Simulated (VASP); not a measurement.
# BaTe: single point with PBE

BaTe:

```xyz
2
Lattice="4.0493 0.0000 0.0000 0.0000 4.0493 0.0000 0.0000 0.0000 4.4756" Properties=species:S:1:pos:R:3 pbc="T T T"
Ba    0.0000    0.0000    0.0000
Te    2.0247    2.0247    2.2378
```

This cell differs from its parent crystal: strain -0.050 along x and y, +0.050 along z.

- Program: VASP 6.6.1
- Task: single point
- Functional: PBE
- Potentials or basis: VASP PAW PBE potentials, release 64 (Ba_sv, Te)
- Cutoff: 520 eV
- k mesh: 6 × 6 × 6
- Occupations: gaussian, width 0.05 eV
- Spin: no spin polarisation

The pressure is 2.0 GPa and the band gap on the k mesh is 0.14 eV, indirect (least direct gap 0.46 eV).

Stress tensor (GPa, compression positive):
```
 4.44  0.00  0.00
 0.00  4.44  0.00
 0.00  0.00 -2.98
```

Levels at points of the mesh, in eV from the valence-band top:
```csv
k point,band 6,band 7,band 8,band 9,band 10,band 11
"(0.00, 0.00, 0.00)",-1.23,-0.38,-0.38,0.14,0.34,2.44
"(0.50, 0.00, 0.00)",-3.90,-1.89,-0.80,1.21,4.15,4.66
"(0.50, 0.50, 0.00)",-2.46,-2.46,-0.77,0.87,1.48,2.00
"(0.00, 0.00, 0.50)",-3.93,-0.98,-0.98,0.90,3.87,4.64
"(0.50, 0.00, 0.50)",-2.63,-2.29,0.00,0.46,2.55,2.64
"(0.50, 0.50, 0.50)",-3.44,-3.44,-3.40,4.29,4.76,4.76
```

It took 17 s on 1 thread of Intel(R) Xeon(R) 6975P-C (Granite Rapids), with other jobs on the host, peak memory 0.2 GiB.

Caveat: the cell differs from its parent crystal (strain -0.050 along x and y, +0.050 along z); spin-orbit coupling is left out, which moves the levels of the heavy elements. A k mesh can miss the band edges.
